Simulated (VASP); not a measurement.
# Mo (P6_3/mmc) in VASP: further runs

Mo is run at these levels: PBEsol, r2SCAN; tasks: single point, relaxation of cell and atoms.

Everything below comes from runs of VASP 6.6.1. Logs are shortened: lines on timing, memory, paths and dates and some standing lists are left out, and cuts for length are marked.

## Step 1: The cell of the first run

The structure is hexagonal, space group P6_3/mmc (No. 194). The conventional cell has a = 2.730 Å, b = 2.730 Å, c = 4.839 Å, α = 90.00°, β = 90.00°, γ = 120.00°. Mo (site symmetry -6m2) has 12 Mo at 2.73 to 2.89 Å within 3.6 Å.

This isn't the form of Mo at room conditions, which is bcc.

## Step 2: Single point, PBEsol

INCAR

```
ALGO = Fast ; EDIFF = 1E-7
ENCUT = 520 ; GGA = PS
ISIF = 2 ; ISMEAR = 0
LASPH = True ; LCHARG = True
LELF = True ; LREAL = False
LVHAR = True ; LWAVE = False
NBANDS = 21 ; NELM = 60
PREC = Accurate ; SIGMA = 0.1
```

KPOINTS

```
k-points
0
Gamma
  18 18 10
```

POSCAR

```
Mo
1.0
    2.7302016916      0.0000000000      0.0000000000
   -1.3651008458      2.3644240223      0.0000000000
    0.0000000000      0.0000000000      4.8390310977
Mo
2
Direct
    0.3333333333      0.6666666667      0.2500000000
    0.6666666667      0.3333333333      0.7500000000
```

Potentials or basis: VASP PAW PBE potentials, release 64 (Mo_sv).

Launch:

```
cat potpaw_PBE.64/Mo_sv/POTCAR > POTCAR
mpirun -np 1 vasp_std > vasp.out
```

OUTCAR:

```text
EDIFF = 1E-7
   ENCUT = 520
   GGA = PS
   ISIF = 2
   ISMEAR = 0
   LASPH = True
   LREAL = False
   NELM = 60
   PREC = Accurate

 ion  position               nearest neighbor table
   1  0.333  0.667  0.250-   2 2.89   2 2.89   2 2.89   2 2.89   2 2.89   2 2.89
   2  0.667  0.333  0.750-   1 2.89   1 2.89   1 2.89   1 2.89   1 2.89   1 2.89

  LATTYP: Found a hexagonal cell.
 ALAT       =     2.7302016916
 C/A-ratio  =     1.7724079186

  Lattice vectors:

 A1 = (   2.7302016916,   0.0000000000,   0.0000000000)
 A2 = (  -1.3651008458,   2.3644240223,   0.0000000000)
 A3 = (   0.0000000000,   0.0000000000,   4.8390310977)

Analysis of symmetry for initial positions (statically):
=====================================================================
 Subroutine PRICEL returns:
 Original cell was already a primitive cell.

 Routine SETGRP: Setting up the symmetry group for a
 hexagonal supercell.

 Subroutine GETGRP returns: Found 24 space group operations
 (whereof 12 operations were pure point group operations)
 out of a pool of 24 trial point group operations.

The static configuration has the point symmetry D_3d.
 The point group associated with its full space group is D_6h.

Analysis of symmetry for dynamics (positions and initial velocities):
=====================================================================
 Subroutine PRICEL returns:
 Original cell was already a primitive cell.

 Routine SETGRP: Setting up the symmetry group for a
 hexagonal supercell.

 Subroutine GETGRP returns: Found 24 space group operations
 (whereof 12 operations were pure point group operations)
 out of a pool of 24 trial point group operations.

The dynamic configuration has the point symmetry D_3d.
 The point group associated with its full space group is D_6h.

 Subroutine INISYM returns: Found 24 space group operations
 (whereof 12 operations are pure point group operations),
 and found     1 'primitive' translations

----------------------------------------------------------------------------------------

                                     Primitive cell

  volume of cell :      31.2377

  direct lattice vectors                    reciprocal lattice vectors
     2.730201692  0.000000000  0.000000000     0.366273306  0.211467992  0.000000000
    -1.365100846  2.364424022  0.000000000     0.000000000  0.422935984  0.000000000
     0.000000000  0.000000000  4.839031098     0.000000000  0.000000000  0.206652939

  length of vectors
     2.730201692  2.730201692  4.839031098     0.422935984  0.422935984  0.206652939

  position of ions in fractional coordinates (direct lattice)
     0.333333333  0.666666667  0.250000000
     0.666666667  0.333333333  0.750000000

  ion indices of the primitive-cell ions
   primitive index   ion index
                 1           1
                 2           2

----------------------------------------------------------------------------------------

 KPOINTS: k-points

Automatic generation of k-mesh.
 Grid dimensions read from file:
 generate k-points for:   18   18   10

 Generating k-lattice:

  Cartesian coordinates                     Fractional coordinates (reciprocal lattice)
     0.020348517  0.011748222  0.000000000     0.055555556 -0.000000000  0.000000000
     0.000000000  0.023496444  0.000000000     0.000000000  0.055555556  0.000000000
     0.000000000  0.000000000  0.020665294     0.000000000  0.000000000  0.100000000

  Length of vectors
     0.023496444  0.023496444  0.020665294

  Shift w.r.t. Gamma in fractional coordinates (k-lattice)
     0.000000000  0.000000000  0.000000000

 Subroutine IBZKPT returns following result:
 ===========================================

 Found    222 irreducible k-points:

 Following reciprocal coordinates:
            Coordinates               Weight
  0.000000  0.000000  0.000000      1.000000
  0.055556 -0.000000  0.000000      6.000000
  0.111111 -0.000000  0.000000      6.000000
  0.166667  0.000000  0.000000      6.000000
  0.222222 -0.000000  0.000000      6.000000
  0.277778  0.000000  0.000000      6.000000
[... 16 lines left out ...]
  0.333333  0.111111  0.000000     12.000000
  0.388889  0.111111  0.000000     12.000000
 [... further k-points ...]
   k-points           NKPTS =    222   k-points in BZ     NKDIM =    222   number of bands    NBANDS=     21
   number of dos      NEDOS =    301   number of ions     NIONS =      2
   total plane-waves  NPLWV =  14400
   dimension x,y,z NGX =    20 NGY =   20 NGZ =   36
   dimension x,y,z NGXF=    40 NGYF=   40 NGZF=   72
   ions per type =               2
   NGX,Y,Z   is equivalent  to a cutoff of  12.18, 12.18, 12.37 a.u.
   NGXF,Y,Z  is equivalent  to a cutoff of  24.36, 24.36, 24.74 a.u.
 SYSTEM =  unknown system
   PREC   = accura    normal or accurate (medium, high low for compatibility)
   ISTART =      0    job   : 0-new  1-cont  2-samecut
   ICHARG =      2    charge: 1-file 2-atom 10-const
   ISPIN  =      1    spin polarized calculation?
   LNONCOLLINEAR =      F non collinear calculations
   LSORBIT =      F    spin-orbit coupling
   LASPH  =      T    aspherical Exc in radial PAW
   ENCUT  =  520.0 eV  38.22 Ry    6.18 a.u.   5.08  5.08  9.00*2*pi/ulx,y,z
   NELM   =     60;   NELMIN=  2; NELMDL= -5     # of ELM steps
   EDIFF  = 0.1E-06   stopping-criterion for ELM
   LREAL  =      F    real-space projection
   EDIFFG = 0.1E-05   stopping-criterion for IOM
   NSW    =      0    number of steps for IOM
   IBRION =     -1    ionic relax: 0-MD 1-quasi-New 2-CG
   NFREE  =      0    steps in history (QN), initial steepest desc. (CG)
   ISIF   =      2    stress and relaxation
   ISYM   =      2    0-nonsym 1-usesym 2-fastsym
   POTIM  = 0.5000    time-step for ionic-motion
   TEBEG  =    0.0;   TEEND  =   0.0 temperature during run
   PSTRESS=    0.0 pullay stress
   NELECT =      28.0000    total number of electrons
   NUPDOWN=      -1.0000    fix difference up-down
   EMIN   =  10.00;   EMAX   =-10.00  energy-range for DOS
   EFERMI =   0.00;   METHOD = LEGACY
   ISMEAR =     0;   SIGMA  =   0.10  broadening in eV -4-tet -1-fermi 0-gaus
   EFERMI_NEDOS =   21; number of points for ismear=-14 and -15
   IALGO  =     68    algorithm
   IMIX   =      4    mixing-type and parameters
     AMIX     =   0.40;   BMIX     =  1.00
     AMIX_MAG =   1.60;   BMIX_MAG =  1.00
  volume/ion in A,a.u.               =      15.62       105.40
  Fermi-wavevector in a.u.,A,eV,Ry     =   1.578464  2.982864 33.899575  2.491548
  Thomas-Fermi vector in A             =   2.678991
   LORBIT       =      0    0 simple, 1 ext, 2 COOP (PROOUT), +10 PAW based schemes
   GGA     = PS    functional components
   LHFCALC =     F    Hartree Fock is set to
   AEXX    =    0.0000 exact exchange contribution
   IVDW    =     0    specifies the selected vdW correction
   LEPSILON=     F    determine dielectric tensor
   LRPA    =     F    only Hartree local field effects (RPA)
 non-spin polarized calculation
 RMM-DIIS sequential band-by-band and
 Gauss-broadening in eV      SIGMA  =   0.10
  energy-cutoff  :      520.00
  volume of cell :       31.24
 maximum number of plane-waves:       860
   NGX = 11   NGY = 11   NGZ = 17

 number of electron      27.9999999 magnetization

 Free energy of the ion-electron system (eV)
  ---------------------------------------------------
  ext. energy  EPLUGINS =         0.00000000
  ---------------------------------------------------
  free energy    TOTEN  =       -22.66507729 eV

  energy without entropy =      -22.65152087  energy(sigma->0) =      -22.65829908

 E-fermi :  12.1741     XC(G=0): -13.5117

 val. band max:       12.1621335269   @ k =   0.1111   0.0556   0.2000
 cond. band min:      12.1801565190   @ k =   0.3889   0.0000   0.3000
 fundamental gap:      0.0180229921
 Fermi energy:        12.1740856195

 k-point     1 :       0.0000    0.0000    0.0000
  band No.  band energies     occupation
      1     -48.5863      2.00000
      2     -48.4061      2.00000
      3     -23.2332      2.00000
      4     -22.0611      2.00000
      5     -21.8977      2.00000
      6     -21.8977      2.00000
[... 13 lines left out ...]
     20      15.6696      0.00000
     21      22.2058      0.00000

 k-point     2 :       0.0556   -0.0000    0.0000
  band No.  band energies     occupation
      1     -48.5783      2.00000
      2     -48.4006      2.00000
      3     -23.2192      2.00000
      4     -22.0627      2.00000
      5     -21.9416      2.00000
      6     -21.9098      2.00000
[... 13 lines left out ...]
     20      16.1461      0.00000
     21      22.1878      0.00000

 k-point     3 :       0.1111   -0.0000    0.0000
  band No.  band energies     occupation
      1     -48.5555      2.00000
      2     -48.3847      2.00000
      3     -23.1783      2.00000
      4     -22.0682      2.00000
      5     -22.0675      2.00000
      6     -21.9517      2.00000
[... 13 lines left out ...]
     20      17.1406      0.00000
     21      22.1204      0.00000

 k-point     4 :       0.1667    0.0000    0.0000
  band No.  band energies     occupation
      1     -48.5199      2.00000
      2     -48.3606      2.00000
      3     -23.1132      2.00000
      4     -22.2587      2.00000
      5     -22.1409      2.00000
      6     -22.0787      2.00000
[... 13 lines left out ...]
     20      18.2853      0.00000
     21      21.9868      0.00000

 k-point     5 :       0.2222   -0.0000    0.0000
  band No.  band energies     occupation
      1     -48.4754      2.00000
      2     -48.3314      2.00000
      3     -23.0286      2.00000
      4     -22.4904      2.00000
      5     -22.3662      2.00000
      6     -22.0959      2.00000
[... 13 lines left out ...]
     20      19.4565      0.00000
     21      21.8003      0.00000

 k-point     6 :       0.2778    0.0000    0.0000
  band No.  band energies     occupation
      1     -48.4265      2.00000
      2     -48.3013      2.00000
      3     -22.9309      2.00000
      4     -22.7333      2.00000
      5     -22.5989      2.00000
      6     -22.1213      2.00000
[... 13 lines left out ...]
     20      20.5846      0.00000
     21      21.6122      0.00000

 k-point     7 :       0.3333   -0.0000    0.0000
  band No.  band energies     occupation
      1     -48.3786      2.00000
      2     -48.2743      2.00000
      3     -22.9579      2.00000
      4     -22.8282      2.00000
      5     -22.8119      2.00000
      6     -22.1783      2.00000
[... 13 lines left out ...]
     20      21.4856      0.00000
     21      21.6032      0.00000
[... 291 lines left out ...]
      1     -48.4577      2.00000
      2     -48.3202      2.00000
      3     -22.9940      2.00000
      4     -22.5208      2.00000
      5     -22.4629      2.00000
      6     -22.1040      2.00000
[... 13 lines left out ...]
     20      20.0210      0.00000
     21      21.7829      0.00000

 k-point    21 :       0.2222    0.1111    0.0000
  band No.  band energies     occupation
      1     -48.4112      2.00000
      2     -48.2923      2.00000
      3     -22.8993      2.00000
      4     -22.7374      2.00000
      5     -22.6518      2.00000
      6     -22.1688      2.00000
[... 13 lines left out ...]
     20      21.1410      0.00000
     21      21.7043      0.00000

 k-point    22 :       0.2778    0.1111    0.0000
  band No.  band energies     occupation
      1     -48.3656      2.00000
      2     -48.2675      2.00000
      3     -22.9402      2.00000
      4     -22.8230      2.00000
      5     -22.7993      2.00000
      6     -22.2487      2.00000
[... 13 lines left out ...]
     20      21.7792      0.00000
     21      22.1936      0.00000

 k-point    23 :       0.3333    0.1111    0.0000
  band No.  band energies     occupation
      1     -48.3262      2.00000
      2     -48.2492      2.00000
      3     -23.1032      2.00000
      4     -22.9605      2.00000
      5     -22.7039      2.00000
      6     -22.3132      2.00000
[... 13 lines left out ...]
     20      21.8970      0.00000
     21      23.0904      0.00000

 k-point    24 :       0.3889    0.1111    0.0000
  band No.  band energies     occupation
      1     -48.2983      2.00000
      2     -48.2392      2.00000
      3     -23.2084      2.00000
      4     -23.0497      2.00000
      5     -22.6282      2.00000
      6     -22.3547      2.00000
[... 13 lines left out ...]
     20      21.2592      0.00000
     21      23.6571      0.00000

 [... further k-points ...]
[... 5 lines left out ...]
  --------------------------------------------------------------------------------------
  -------------------------------------------------------------------------------------
  Total        0.1016449      0.1016449      0.0803892      0.0000000      0.0000000      0.0000000
  in kB        5.2133604      5.2133604      4.1231543      0.0000000      0.0000000      0.0000000
  external PRESSURE =       4.8499584 kB  Pullay stress =       0.0000000 kB

 VOLUME and BASIS-vectors are now :
 -----------------------------------------------------------------------------
  energy-cutoff  :      520.00
  volume of cell :       31.24
      direct lattice vectors                 reciprocal lattice vectors
     2.730201692  0.000000000  0.000000000     0.366273306  0.211467992  0.000000000
    -1.365100846  2.364424022  0.000000000     0.000000000  0.422935984  0.000000000
     0.000000000  0.000000000  4.839031098     0.000000000  0.000000000  0.206652939

 POSITION                                       TOTAL-FORCE (eV/Angst)
 -----------------------------------------------------------------------------------
     -0.00000      1.57628      1.20976        -0.000000      0.000000      0.000000
      1.36510      0.78814      3.62927         0.000000     -0.000000      0.000000
 -----------------------------------------------------------------------------------
    total drift:                               -0.000000      0.000000     -0.000000

  FREE ENERGIE OF THE ION-ELECTRON SYSTEM (eV)
  ---------------------------------------------------
  free  energy   TOTEN  =       -22.6650772870 eV

  energy  without entropy=      -22.6515208742  energy(sigma->0) =      -22.65829908
```

Wall time 82 s (1 thread of Intel Xeon Platinum 8375C at 2.90GHz (Ice Lake), shared host); peak memory 0.22 GiB.

What came out:

| Item | Value |
| --- | --- |
| Free energy | -22.6651 eV |
| Pressure | 0.5 GPa |
| Band gap on the k mesh | zero (bands 14 and 15 overlap by 1.96 eV) |

Levels at points of the mesh, in eV from the Fermi level:
```
           k point  band 10  band 11  band 12  band 13  band 14  band 15  band 16  band 17  band 18  band 19
(0.00, 0.00, 0.00)    -4.87    -1.78    -0.70    -0.70    -0.17    -0.17     0.68     1.47     1.47     3.50
(0.50, 0.00, 0.00)    -4.36    -4.24    -1.22    -0.46    -0.32    -0.20     3.83     4.64     4.91     6.10
(0.00, 0.00, 0.50)    -5.24    -1.95    -1.95    -0.66    -0.66    -0.66    -0.66     2.81     2.81     2.81
(0.50, 0.00, 0.50)    -4.88    -3.43    -3.43     1.25     1.25     1.85     1.85     4.79     4.79     4.82
```

Caveat: the PAW data sets were made with another functional, which shifts forces and pressure a little.

## Step 3: Single point, r2SCAN

POSCAR is that of step 2.

INCAR.step1

```
SYSTEM = Mo
  PREC = Accurate
  ENCUT = 520
  ISMEAR = 0
  SIGMA = 0.1
  LREAL = .False.
  LASPH = .True.
  NELM = 100
  NBANDS = 21
  GGA = PE
  ALGO = Normal
  EDIFF = 1E-4
  LWAVE = .True.
  LCHARG = .False.
```

INCAR.step2

```
SYSTEM = Mo
  PREC = Accurate
  ENCUT = 520
  EDIFF = 1E-6
  ISMEAR = 0
  SIGMA = 0.1
  LREAL = .False.
  LASPH = .True.
  NELM = 100
  ALGO = Normal
  ISIF = 2
  LWAVE = .False.
  LCHARG = .False.
  METAGGA = R2SCAN
  LMIXTAU = .True.
  NBANDS = 21
  ISTART = 1
```

KPOINTS

```
Automatic mesh
0
Gamma
  18 18 10
  0 0 0
```

Potentials or basis: VASP PAW PBE potentials, release 64 (Mo_sv).

Launch:

```
cat potpaw_PBE.64/Mo_sv/POTCAR > POTCAR
cp INCAR.step1 INCAR
mpirun -np 1 vasp_std > vasp.out
cp INCAR.step2 INCAR
mpirun -np 1 vasp_std > vasp.out
```

Run time: 5.1 min. Hardware: 1 thread of Intel Xeon Platinum 8375C at 2.90GHz (Ice Lake), shared host; peak memory 0.23 GiB.

Results (log left out):

* Free energy: -51.1526 eV
* Pressure: 6.4 GPa
* Band gap on the k mesh: zero (bands 14 and 15 overlap by 2.09 eV)

Stress tensor (GPa, compression positive):
```
5.38 0.00 0.00
0.00 5.38 0.00
0.00 0.00 8.53
```

Levels at points of the mesh, in eV from the Fermi level:
| k point | band 11 | band 12 | band 13 | band 14 | band 15 | band 16 | band 17 | band 18 |
| --- | --- | --- | --- | --- | --- | --- | --- | --- |
| (0.00, 0.00, 0.00) | -1.92 | -0.73 | -0.73 | -0.18 | -0.18 | 0.56 | 1.62 | 1.62 |
| (0.50, 0.00, 0.00) | -4.47 | -1.25 | -0.39 | -0.39 | -0.31 | 4.05 | 4.80 | 5.06 |
| (0.00, 0.00, 0.50) | -2.13 | -2.13 | -0.69 | -0.69 | -0.69 | -0.69 | 3.00 | 3.00 |
| (0.50, 0.00, 0.50) | -3.63 | -3.63 | 1.39 | 1.39 | 1.85 | 1.85 | 4.94 | 4.94 |

Caveat: the cell stands under pressure; the PAW data sets were made with another functional, which shifts forces and pressure a little.

## Step 4: Relaxation of cell and atoms, PBEsol

This run uses another cell than the first one, of 15.57 Å³/atom.

INCAR

```
SYSTEM = Mo
PREC = Accurate
ENCUT = 600
EDIFF = 1E-6
ISMEAR = 0
SIGMA = 0.1
LREAL = .FALSE.
LASPH = .TRUE.
NELM = 80
ALGO = Fast
ISIF = 3
LWAVE = .FALSE.
LCHARG = .FALSE.
GGA = PS
IBRION = 2
NSW = 100
EDIFFG = -0.005
```

KPOINTS

```
Automatic mesh
0
G
  18 18 10
  0 0 0
```

POSCAR

```
Mo
1.0
    2.7315818577      0.0000000000      0.0000000000
   -1.3657909289      2.3656192813      0.0000000000
    0.0000000000      0.0000000000      4.8202651489
Mo
2
Direct
    0.3333333333      0.6666666667      0.2500000000
    0.6666666667      0.3333333333      0.7500000000
```

Launch:

```
cat potpaw_PBE.64/Mo_sv/POTCAR > POTCAR
mpirun -np 1 vasp_std > vasp.out
```

It took 4.6 min on 1 thread of Intel Xeon Platinum 8375C at 2.90GHz (Ice Lake), shared host; peak memory 0.26 GiB.

Results (log left out):

* Free energy: -22.6652 eV
* Relaxed volume: 15.64 Å³/atom
* Relaxed cell: a = 2.732 Å, b = 2.732 Å, c = 4.841 Å, α = 90.00°, β = 90.00°, γ = 120.00°
* Space group after relaxing (to 0.1 Å): P6_3/mmc (No. 194)
* Energy gained by relaxing: 0.3 meV/atom
* Ionic steps: 5
* Pressure after relaxing: 0.0 GPa
* Band gap on the k mesh: zero (bands 14 and 15 overlap by 1.96 eV)

The path:
| step | energy change (eV) | largest force (eV/Å) | pressure (GPa) | volume (Å³) |
| --- | --- | --- | --- | --- |
| 1 | 0.0000 | 0.0000 | 1.04 | 31.15 |
| 2 | 0.0019 | 0.0000 | -2.52 | 31.60 |
| 3 | -0.0005 | 0.0000 | -0.19 | 31.29 |
| 4 | -0.0007 | 0.0000 | 0.05 | 31.28 |
| 5 | -0.0007 | 0.0000 | 0.00 | 31.28 |

Final structure:
```yaml
crystal:
  lattice:
    - [2.73156, 0.00000, 0.00000]
    - [-1.36578, 2.36560, 0.00000]
    - [0.00000, 0.00000, 4.84098]
  atoms:
    - { symbol: Mo, position: [0.33333, 0.66667, 0.25000] }
    - { symbol: Mo, position: [0.66667, 0.33333, 0.75000] }
```

Levels at points of the mesh, in eV from the Fermi level:
```
           k point  band 10  band 11  band 12  band 13  band 14  band 15  band 16  band 17  band 18
(0.00, 0.00, 0.00)    -4.86    -1.77    -0.69    -0.69    -0.17    -0.17     0.68     1.47     1.47
(0.50, 0.00, 0.00)    -4.35    -4.23    -1.22    -0.46    -0.32    -0.20     3.82     4.63     4.90
(0.00, 0.00, 0.50)    -5.24    -1.94    -1.94    -0.66    -0.66    -0.66    -0.66     2.81     2.81
(0.50, 0.00, 0.50)    -4.88    -3.43    -3.43     1.25     1.25     1.85     1.85     4.81     4.81
```

Caveat: the PAW data sets were made with another functional, which shifts forces and pressure a little.

## Step 5: Summary

```csv
task,level,cell,cutoff (eV),gap on the mesh (eV),pressure (GPa)
single point,PBEsol,"a = 2.730, b = 2.730, c = 4.839 Å, angles 90.0, 90.0, 120.0°, 2 atoms",520,none,0.5
single point,r2SCAN,"a = 2.730, b = 2.730, c = 4.839 Å, angles 90.0, 90.0, 120.0°, 2 atoms",520,none,6.4
relaxation of cell and atoms,PBEsol,"relaxed from a = 2.732, b = 2.732, c = 4.820 Å, angles 90.0, 90.0, 120.0°, 2 atoms",600,none,0.0
```

Alike in all rows: potentials or basis VASP PAW PBE potentials, release 64 (Mo_sv); no spin polarisation; k mesh 18 × 18 × 10; smearing gaussian 0.1 eV.

Caveats: the PAW data sets were made with another functional, which shifts forces and pressure a little; the cell stands under pressure (at least some runs).

Absolute energies hang on the potentials; compare differences alone.
